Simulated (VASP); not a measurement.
Set up this calculation in VASP 6.6.1, as the native input.

```yaml
Task: single point
Functional: PBE
Potentials_or_basis: VASP PAW PBE potentials, release 64 (Ti_sv, Al)
Cutoff: 520 eV
k_mesh: 10 × 10 × 10
Occupations: gaussian, width 0.15 eV
Spin: no spin polarisation
Dipole_correction: no
Further_INCAR_settings: ALGO = Normal; EDIFF = 1e-06; NBANDS = 14
```

The structure of TiAl lies in POSCAR:

```
TiAl
1.0
    3.1863219229      0.0000000000      0.0000000000
    0.0000000000      3.1863219229      0.0000000000
    0.0000000000      0.0000000000      3.1863219229
Ti Al
1 1
Direct
    0.0000000000      0.0000000000      0.0000000000
    0.5000000000      0.5000000000      0.5000000000
```

The input as run:

INCAR

```
SYSTEM = TiAl
  ALGO = Normal
  EDIFF = 1E-6
  ENCUT = 520
  GGA = PE
  ISIF = 2
  ISMEAR = 0
  LASPH = .TRUE.
  LCHARG = .FALSE.
  LREAL = .FALSE.
  LWAVE = .FALSE.
  NBANDS = 14
  NELM = 80
  PREC = Accurate
  SIGMA = 0.15
```

KPOINTS

```
k-points
0
G
  10 10 10
  0 0 0
```

Potentials or basis: VASP PAW PBE potentials, release 64 (Ti_sv, Al).

Command:

```bash
$ cat potpaw_PBE.64/Ti_sv/POTCAR potpaw_PBE.64/Al/POTCAR > POTCAR
$ mpirun -np 1 vasp_std > vasp.out
```

It gave:

The pressure is 0.0 GPa. The band gap on the k mesh is zero (an odd number of electrons rules out a gap without spin polarisation).

It took 16 s on 1 thread of Intel Xeon 8259CL (shared host), peak memory 0.15 GiB.
